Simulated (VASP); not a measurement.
# Rb: relaxation of cell and atoms with PBE

The system is Rb.

```xyz
1
Lattice="-2.5216 2.5216 2.5216 2.5216 -2.5216 2.5216 2.5216 2.5216 -2.5216" Properties=species:S:1:pos:R:3 pbc="T T T"
Rb    0.0000    0.0000    0.0000
```

```yaml
Program: VASP 6.6.1
Task: relaxation of cell and atoms
Functional: PBE
Potentials_or_basis: VASP PAW PBE potentials, release 64 (Rb_sv)
Cutoff: 600 eV
k_mesh: 11 × 11 × 11
Occupations: fermi-dirac, width 0.08 eV
Spin: no spin polarisation
Target_pressure: 1.9 GPa
Dipole_correction: no
Further_INCAR_settings: ALGO = Normal; EDIFF = 1e-07; IBRION = 2; EDIFFG = -0.005; NSW = 60; ISIF = 3
```

```json
{"Relaxed volume": "63.84 Å³/atom", "Relaxed cell": "a = 4.361 Å, b = 4.361 Å, c = 4.361 Å, α = 109.47°, β = 109.47°, γ = 109.47°", "Space group after relaxing (to 0.1 Å)": "Im-3m (No. 229)", "Energy change on relaxing (the run minimises the enthalpy)": "+3.5 meV/atom", "Ionic steps": "3", "Pressure after relaxing": "1.9 GPa", "Band gap on the k mesh": "zero (an odd number of electrons rules out a gap without spin polarisation)"}
```

Step by step:
| step | energy change (eV) | largest force (eV/Å) | pressure (GPa) | volume (Å³) |
| --- | --- | --- | --- | --- |
| 1 | 0.0000 | 0.0000 | 1.86 | 64.13 |
| 2 | 0.0018 | 0.0000 | 1.88 | 63.98 |
| 3 | 0.0035 | 0.0000 | 1.90 | 63.84 |

Final structure:
```xyz
1
Lattice="-2.5177 2.5177 2.5177 2.5177 -2.5177 2.5177 2.5177 2.5177 -2.5177" Properties=species:S:1:pos:R:3 pbc="T T T"
Rb    0.0000    0.0000    0.0000
```

Levels at points of the mesh, in eV from the Fermi level:
```tsv
k point	band 1	band 2	band 3	band 4	band 5	band 6	band 7	band 8
(0.00, 0.00, 0.00)	-28.82	-12.79	-12.79	-12.79	-2.49	3.95	3.95	3.95
```

It took 90 s on 1 thread of Intel Xeon 8259CL, on a shared host, peak memory 0.23 GiB.

Caveat: the cell is relaxed towards a set pressure, so the run minimises the enthalpy, not the energy.
